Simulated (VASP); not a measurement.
# WS2 in VASP: further runs

WS2 is run at these levels: PBE, r2SCAN; tasks: single point.

All numbers are computed with VASP 6.6.1; they aren't measurements. Logs are shortened: lines on timing, memory, paths and dates and some standing lists are left out, and cuts for length are marked.

## 1. The cell of the first run

The cell holds a slab with vacuum, 9 atoms: a = 3.188 Å, b = 3.188 Å, c = 30.220 Å, α = 90.00°, β = 90.00°, γ = 120.00°.

## 2. Single point, PBE

File INCAR:

```
SYSTEM = WS2
  ALGO = Normal
  EDIFF = 1E-6
  ENCUT = 520
  GGA = PE
  ISIF = 2
  ISMEAR = 0
  LASPH = .TRUE.
  LCHARG = .FALSE.
  LREAL = .FALSE.
  LWAVE = .FALSE.
  NBANDS = 49
  NELM = 80
  PREC = Accurate
  SIGMA = 0.02
```

File KPOINTS:

```
k-points
0
G
  12 12 1
  0 0 0
```

File POSCAR:

```
WS2
1.0
    3.1875272165      0.0000000000      0.0000000000
   -1.5937636083      2.7604795448      0.0000000000
    0.0000000000      0.0000000000     30.2197212357
W S
3 6
Direct
    0.6666666667      0.3333333333      0.6596770012
    0.3333333333      0.6666666667      0.9055275293
    0.3333333333      0.6666666667      0.4139734849
    0.6666666667      0.3333333333      0.9575183584
    0.6666666667      0.3333333333      0.4659672107
    0.3333333333      0.6666666667      0.7116702540
    0.6666666667      0.3333333333      0.8535338497
    0.6666666667      0.3333333333      0.3619825446
    0.3333333333      0.6666666667      0.6076837572
```

Potentials or basis: VASP PAW PBE potentials, release 64 (W_sv, S).

On the command line:

```
$ cat potpaw_PBE.64/W_sv/POTCAR potpaw_PBE.64/S/POTCAR > POTCAR
$ mpirun -np 1 vasp_std > vasp.out
```

OUTCAR:

```text
SYSTEM = WS2
   EDIFF = 1E-6
   ENCUT = 520
   GGA = PE
   ISIF = 2
   ISMEAR = 0
   LASPH = .TRUE.
   LREAL = .FALSE.
   NELM = 80
   PREC = Accurate

 ion  position               nearest neighbor table
   1  0.667  0.333  0.660-   9 2.42   9 2.42   9 2.42   6 2.42   6 2.42   6 2.42
   2  0.333  0.667  0.906-   4 2.42   4 2.42   4 2.42   7 2.42   7 2.42   7 2.42
   3  0.333  0.667  0.414-   8 2.42   8 2.42   8 2.42   5 2.42   5 2.42   5 2.42
   4  0.667  0.333  0.958-   2 2.42   2 2.42   2 2.42
   5  0.667  0.333  0.466-   3 2.42   3 2.42   3 2.42
   6  0.333  0.667  0.712-   1 2.42   1 2.42   1 2.42
   7  0.667  0.333  0.854-   2 2.42   2 2.42   2 2.42
   8  0.667  0.333  0.362-   3 2.42   3 2.42   3 2.42
   9  0.333  0.667  0.608-   1 2.42   1 2.42   1 2.42

  LATTYP: Found a hexagonal cell.
 ALAT       =     3.1875272165
 C/A-ratio  =     9.4806159079

  Lattice vectors:

 A1 = (   3.1875272165,   0.0000000000,   0.0000000000)
 A2 = (  -1.5937636083,   2.7604795448,   0.0000000000)
 A3 = (   0.0000000000,   0.0000000000,  30.2197212357)

Analysis of symmetry for initial positions (statically):
=====================================================================
 Subroutine PRICEL returns:
 Original cell was already a primitive cell.

 Routine SETGRP: Setting up the symmetry group for a
 hexagonal supercell.

 Subroutine GETGRP returns: Found  6 space group operations
 (whereof  6 operations were pure point group operations)
 out of a pool of 24 trial point group operations.

The static configuration has the point symmetry C_3v.

Analysis of symmetry for dynamics (positions and initial velocities):
=====================================================================
 Subroutine PRICEL returns:
 Original cell was already a primitive cell.

 Routine SETGRP: Setting up the symmetry group for a
 hexagonal supercell.

 Subroutine GETGRP returns: Found  6 space group operations
 (whereof  6 operations were pure point group operations)
 out of a pool of 24 trial point group operations.

The dynamic configuration has the point symmetry C_3v.

 Subroutine INISYM returns: Found  6 space group operations
 (whereof  6 operations are pure point group operations),
 and found     1 'primitive' translations

----------------------------------------------------------------------------------------

                                     Primitive cell

  volume of cell :     265.9065

  direct lattice vectors                    reciprocal lattice vectors
     3.187527216  0.000000000  0.000000000     0.313722811  0.181127950  0.000000000
    -1.593763608  2.760479545  0.000000000     0.000000000  0.362255899  0.000000000
     0.000000000  0.000000000 30.219721236     0.000000000  0.000000000  0.033090974

  length of vectors
     3.187527216  3.187527217 30.219721236     0.362255899  0.362255899  0.033090974

  position of ions in fractional coordinates (direct lattice)
     0.666666667  0.333333333  0.659677001
     0.333333333  0.666666667  0.905527529
     0.333333333  0.666666667  0.413973485
     0.666666667  0.333333333  0.957518358
     0.666666667  0.333333333  0.465967211
     0.333333333  0.666666667  0.711670254
     0.666666667  0.333333333  0.853533850
     0.666666667  0.333333333  0.361982545
     0.333333333  0.666666667  0.607683757

  ion indices of the primitive-cell ions
   primitive index   ion index
                 1           1
                 2           2
                 3           3
                 4           4
                 5           5
                 6           6
                 7           7
                 8           8
                 9           9

----------------------------------------------------------------------------------------

 KPOINTS: k-points

Automatic generation of k-mesh.
 Grid dimensions read from file:
 generate k-points for:   12   12    1

 Generating k-lattice:

  Cartesian coordinates                     Fractional coordinates (reciprocal lattice)
     0.026143568  0.015093996  0.000000000     0.083333333 -0.000000000  0.000000000
     0.000000000  0.030187992  0.000000000     0.000000000  0.083333333  0.000000000
     0.000000000  0.000000000  0.033090974     0.000000000  0.000000000  1.000000000

  Length of vectors
     0.030187992  0.030187992  0.033090974

  Shift w.r.t. Gamma in fractional coordinates (k-lattice)
     0.000000000  0.000000000  0.000000000

 Subroutine IBZKPT returns following result:
 ===========================================

 Found     19 irreducible k-points:

 Following reciprocal coordinates:
            Coordinates               Weight
  0.000000  0.000000  0.000000      1.000000
  0.083333  0.000000  0.000000      6.000000
  0.166667  0.000000  0.000000      6.000000
  0.250000  0.000000  0.000000      6.000000
  0.333333 -0.000000  0.000000      6.000000
  0.416667  0.000000  0.000000      6.000000
[... 11 lines left out ...]
  0.333333  0.250000  0.000000     12.000000
  0.333333  0.333333  0.000000      2.000000
   k-points           NKPTS =     19   k-points in BZ     NKDIM =     19   number of bands    NBANDS=     49
   number of dos      NEDOS =    301   number of ions     NIONS =      9
   total plane-waves  NPLWV = 138240
   dimension x,y,z NGX =    24 NGY =   24 NGZ =  240
   dimension x,y,z NGXF=    48 NGYF=   48 NGZF=  480
   ions per type =               3   6
   NGX,Y,Z   is equivalent  to a cutoff of  12.52, 12.52, 13.20 a.u.
   NGXF,Y,Z  is equivalent  to a cutoff of  25.03, 25.03, 26.41 a.u.
 SYSTEM =  WS2
   PREC   = accura    normal or accurate (medium, high low for compatibility)
   ISTART =      0    job   : 0-new  1-cont  2-samecut
   ICHARG =      2    charge: 1-file 2-atom 10-const
   ISPIN  =      1    spin polarized calculation?
   LNONCOLLINEAR =      F non collinear calculations
   LSORBIT =      F    spin-orbit coupling
   LASPH  =      T    aspherical Exc in radial PAW
   ENCUT  =  520.0 eV  38.22 Ry    6.18 a.u.   5.93  5.93 56.19*2*pi/ulx,y,z
   NELM   =     80;   NELMIN=  2; NELMDL= -5     # of ELM steps
   EDIFF  = 0.1E-05   stopping-criterion for ELM
   LREAL  =      F    real-space projection
   EDIFFG = 0.1E-04   stopping-criterion for IOM
   NSW    =      0    number of steps for IOM
   IBRION =     -1    ionic relax: 0-MD 1-quasi-New 2-CG
   NFREE  =      0    steps in history (QN), initial steepest desc. (CG)
   ISIF   =      2    stress and relaxation
   ISYM   =      2    0-nonsym 1-usesym 2-fastsym
   POTIM  = 0.5000    time-step for ionic-motion
   TEBEG  =    0.0;   TEEND  =   0.0 temperature during run
   PSTRESS=    0.0 pullay stress
   NELECT =      78.0000    total number of electrons
   NUPDOWN=      -1.0000    fix difference up-down
   EMIN   =  10.00;   EMAX   =-10.00  energy-range for DOS
   EFERMI =   0.00;   METHOD = LEGACY
   ISMEAR =     0;   SIGMA  =   0.02  broadening in eV -4-tet -1-fermi 0-gaus
   EFERMI_NEDOS =   21; number of points for ismear=-14 and -15
   IALGO  =     38    algorithm
   IMIX   =      4    mixing-type and parameters
     AMIX     =   0.40;   BMIX     =  1.00
     AMIX_MAG =   1.60;   BMIX_MAG =  1.00
  volume/ion in A,a.u.               =      29.55       199.38
  Fermi-wavevector in a.u.,A,eV,Ry     =   1.087752  2.055554 16.098487  1.183205
  Thomas-Fermi vector in A             =   2.223919
   LORBIT       =      0    0 simple, 1 ext, 2 COOP (PROOUT), +10 PAW based schemes
   GGA     = PE    functional components
   LHFCALC =     F    Hartree Fock is set to
   AEXX    =    0.0000 exact exchange contribution
   IVDW    =     0    specifies the selected vdW correction
   LEPSILON=     F    determine dielectric tensor
   LRPA    =     F    only Hartree local field effects (RPA)
 non-spin polarized calculation
 Gauss-broadening in eV      SIGMA  =   0.02
  energy-cutoff  :      520.00
  volume of cell :      265.91
 maximum number of plane-waves:      7204
 NGX is ok and might be reduce to    24
   NGX = 11   NGY = 11   NGZ =113

 number of electron      78.0000007 magnetization

 Free energy of the ion-electron system (eV)
  ---------------------------------------------------
  ext. energy  EPLUGINS =         0.00000000
  ---------------------------------------------------
  free energy    TOTEN  =       -71.03773195 eV

  energy without entropy =      -71.03773195  energy(sigma->0) =      -71.03773195

 E-fermi :   2.0508     XC(G=0):  -7.2195

 val. band max:        1.9560692616   @ k =   0.0000   0.0000   0.0000
 cond. band min:       3.6538696825   @ k =   0.3333   0.3333   0.0000
 fundamental gap:      1.6978004209
 Fermi energy:         2.0507999473

 k-point     1 :       0.0000    0.0000    0.0000
  band No.  band energies     occupation
      1     -72.2017      2.00000
      2     -72.2016      2.00000
      3     -72.2016      2.00000
      4     -36.4299      2.00000
      5     -36.4298      2.00000
      6     -36.4298      2.00000
[... 41 lines left out ...]
     48       4.8606      0.00000
     49       4.8627      0.00000

 k-point     2 :       0.0833    0.0000    0.0000
  band No.  band energies     occupation
      1     -72.2006      2.00000
      2     -72.2005      2.00000
      3     -72.2005      2.00000
      4     -36.4259      2.00000
      5     -36.4258      2.00000
      6     -36.4258      2.00000
[... 41 lines left out ...]
     48       4.7637      0.00000
     49       4.9227      0.00000

 k-point     3 :       0.1667    0.0000    0.0000
  band No.  band energies     occupation
      1     -72.1976      2.00000
      2     -72.1975      2.00000
      3     -72.1975      2.00000
      4     -36.4150      2.00000
      5     -36.4149      2.00000
      6     -36.4149      2.00000
[... 41 lines left out ...]
     48       4.7002      0.00000
     49       5.4085      0.00000

 k-point     4 :       0.2500    0.0000    0.0000
  band No.  band energies     occupation
      1     -72.1936      2.00000
      2     -72.1935      2.00000
      3     -72.1935      2.00000
      4     -36.4499      2.00000
      5     -36.4498      2.00000
      6     -36.4498      2.00000
[... 717 lines left out ...]
     48       5.3387      0.00000
     49       6.8634      0.00000

 k-point    18 :       0.3333    0.2500    0.0000
  band No.  band energies     occupation
      1     -72.1839      2.00000
      2     -72.1839      2.00000
      3     -72.1839      2.00000
      4     -36.5538      2.00000
      5     -36.5537      2.00000
      6     -36.5537      2.00000
[... 41 lines left out ...]
     48       5.6173      0.00000
     49       7.0390      0.00000

 k-point    19 :       0.3333    0.3333    0.0000
  band No.  band energies     occupation
      1     -72.1834      2.00000
      2     -72.1833      2.00000
      3     -72.1833      2.00000
      4     -36.5279      2.00000
      5     -36.5279      2.00000
      6     -36.5279      2.00000
[... 41 lines left out ...]
     48       5.8523      0.00000
     49       7.3332      0.00000

------------------------ aborting loop because EDIFF is reached ----------------------------------------

  FORCE on cell =-STRESS in cart. coord.  units (eV):
  Direction    XX          YY          ZZ          XY          YZ          ZX
  --------------------------------------------------------------------------------------
  -------------------------------------------------------------------------------------
  Total       -0.0310080     -0.0310080     -0.0581606      0.0000000      0.0000000      0.0000000
  in kB       -0.1868340     -0.1868340     -0.3504376      0.0000000      0.0000000      0.0000000
  external PRESSURE =      -0.2413685 kB  Pullay stress =       0.0000000 kB

 VOLUME and BASIS-vectors are now :
 -----------------------------------------------------------------------------
  energy-cutoff  :      520.00
  volume of cell :      265.91
      direct lattice vectors                 reciprocal lattice vectors
     3.187527216  0.000000000  0.000000000     0.313722811  0.181127950  0.000000000
    -1.593763608  2.760479545  0.000000000     0.000000000  0.362255899  0.000000000
     0.000000000  0.000000000 30.219721236     0.000000000  0.000000000  0.033090974

 POSITION                                       TOTAL-FORCE (eV/Angst)
 -----------------------------------------------------------------------------------
      1.59376      0.92016     19.93526        -0.000000      0.000000     -0.000103
     -0.00000      1.84032     27.36479        -0.000000     -0.000000     -0.000067
     -0.00000      1.84032     12.51016         0.000000     -0.000000     -0.000313
      1.59376      0.92016     28.93594         0.000000     -0.000000      0.002895
      1.59376      0.92016     14.08140        -0.000000     -0.000000      0.002397
     -0.00000      1.84032     21.50648        -0.000000      0.000000      0.002369
      1.59376      0.92016     25.79356         0.000000     -0.000000     -0.002295
      1.59376      0.92016     10.93901         0.000000     -0.000000     -0.002699
     -0.00000      1.84032     18.36403         0.000000     -0.000000     -0.002184
 -----------------------------------------------------------------------------------
    total drift:                               -0.000000     -0.000000     -0.000610

  FREE ENERGIE OF THE ION-ELECTRON SYSTEM (eV)
  ---------------------------------------------------
  free  energy   TOTEN  =       -71.0377319539 eV

  energy  without entropy=      -71.0377319539  energy(sigma->0) =      -71.03773195
```

It took 12 min on 1 thread of Intel Xeon 8259CL, shared host; peak memory 0.48 GiB.

Results:

```
Free energy            : -71.0377 eV
Band gap on the k mesh : 1.70 eV (least direct gap 1.80 eV)
```

Forces in eV/Å, atoms in the order of the input:
```
W    0.000  0.000  0.000
W    0.000  0.000  0.000
W    0.000  0.000  0.000
S    0.000  0.000  0.003
S    0.000  0.000  0.002
S    0.000  0.000  0.002
S    0.000  0.000 -0.002
S    0.000  0.000 -0.003
S    0.000  0.000 -0.002
```

Levels at points of the mesh, in eV from the valence-band top:
| k point | band 36 | band 37 | band 38 | band 39 | band 40 | band 41 | band 42 | band 43 |
| --- | --- | --- | --- | --- | --- | --- | --- | --- |
| (0.00, 0.00, 0.00) | -1.73 | -0.29 | -0.14 | 0.00 | 2.75 | 2.75 | 2.75 | 2.75 |
| (0.50, 0.00, 0.00) | -1.39 | -1.05 | -1.04 | -1.04 | 2.72 | 2.72 | 2.72 | 3.14 |

Caveat: spin-orbit coupling is left out, which moves the levels of the heavy elements.

## 3. Single point, r2SCAN

This run uses another cell than the first one.

File POSCAR:

```
WS2
1.0
    3.1814541994      0.0000000000      0.0000000000
   -1.5907270997      2.7552201577      0.0000000000
    0.0000000000      0.0000000000     28.6961987871
W S
3 6
Direct
    0.6666666667      0.3333333333      0.6597159224
    0.3333333333      0.6666666667      0.8874819766
    0.3333333333      0.6666666667      0.4319800336
    0.6666666667      0.3333333333      0.9418082818
    0.6666666667      0.3333333333      0.4863293029
    0.3333333333      0.6666666667      0.7140622879
    0.6666666667      0.3333333333      0.8331337371
    0.6666666667      0.3333333333      0.3776530506
    0.3333333333      0.6666666667      0.6053693971
```

File INCAR.step1:

```
SYSTEM = WS2
PREC     = Accurate       ! precision mode
ENCUT    = 520            ! plane-wave cutoff, eV
ISMEAR   = 0              ! smearing method
SIGMA    = 0.02           ! smearing width, eV
LREAL    = .FALSE.        ! projectors in reciprocal space
LASPH    = .TRUE.         ! aspherical terms in the spheres
NELM     = 100            ! most SCF steps
NBANDS   = 49             ! bands
GGA      = PE             ! functional
ALGO     = Normal         ! electronic algorithm
EDIFF    = 1E-4           ! SCF threshold, eV
LWAVE    = .TRUE.         ! write WAVECAR
LCHARG   = .FALSE.        ! write CHGCAR
```

File INCAR.step2:

```
SYSTEM = WS2
PREC     = Accurate       ! precision mode
ENCUT    = 520            ! plane-wave cutoff, eV
EDIFF    = 1E-6           ! SCF threshold, eV
ISMEAR   = 0              ! smearing method
SIGMA    = 0.02           ! smearing width, eV
LREAL    = .FALSE.        ! projectors in reciprocal space
LASPH    = .TRUE.         ! aspherical terms in the spheres
NELM     = 100            ! most SCF steps
ALGO     = Normal         ! electronic algorithm
ISIF     = 2              ! what is computed and relaxed
LWAVE    = .FALSE.        ! write WAVECAR
LCHARG   = .TRUE.         ! write CHGCAR
METAGGA  = R2SCAN         ! meta-GGA
LMIXTAU  = .TRUE.       
LELF     = .TRUE.         ! ELF
LVHAR    = .TRUE.       
NBANDS   = 49             ! bands
ISTART   = 1
```

File KPOINTS:

```
regular mesh
0
G
  12 12 1
  0 0 0
```

Potentials or basis: VASP PAW PBE potentials, release 64 (W_sv, S).

On the command line:

```
$ cat potpaw_PBE.64/W_sv/POTCAR potpaw_PBE.64/S/POTCAR > POTCAR
$ cp INCAR.step1 INCAR
$ mpirun -np 1 vasp_std > vasp.out
$ cp INCAR.step2 INCAR
$ mpirun -np 1 vasp_std > vasp.out
```

Wall time 41 min (1 thread of Intel Xeon 8259CL, shared host); peak memory 0.48 GiB.

It converged, with:

```yaml
Free_energy: -210.2055 eV
Largest_force: 0.022 eV/Å
Band_gap_on_the_k_mesh: 1.50 eV (least direct gap 1.89 eV)
```

Forces in eV/Å, atoms in the order of the input:
```
W    0.000  0.000  0.000
W    0.000  0.000  0.001
W    0.000  0.000 -0.001
S    0.000  0.000  0.022
S    0.000  0.000  0.021
S    0.000  0.000  0.022
S    0.000  0.000 -0.022
S    0.000  0.000 -0.021
S    0.000  0.000 -0.022
```

Levels at points of the mesh, in eV from the valence-band top:
| k point | band 35 | band 36 | band 37 | band 38 | band 39 | band 40 | band 41 | band 42 | band 43 | band 44 |
| --- | --- | --- | --- | --- | --- | --- | --- | --- | --- | --- |
| (0.00, 0.00, 0.00) | -2.18 | -2.08 | -0.65 | -0.29 | 0.00 | 2.66 | 2.66 | 2.66 | 2.66 | 2.66 |
| (0.50, 0.00, 0.00) | -1.84 | -1.81 | -1.44 | -1.40 | -1.37 | 2.58 | 2.59 | 2.60 | 3.00 | 3.06 |

Caveat: the PAW data sets were made with another functional, which shifts forces and pressure a little; spin-orbit coupling is left out, which moves the levels of the heavy elements.
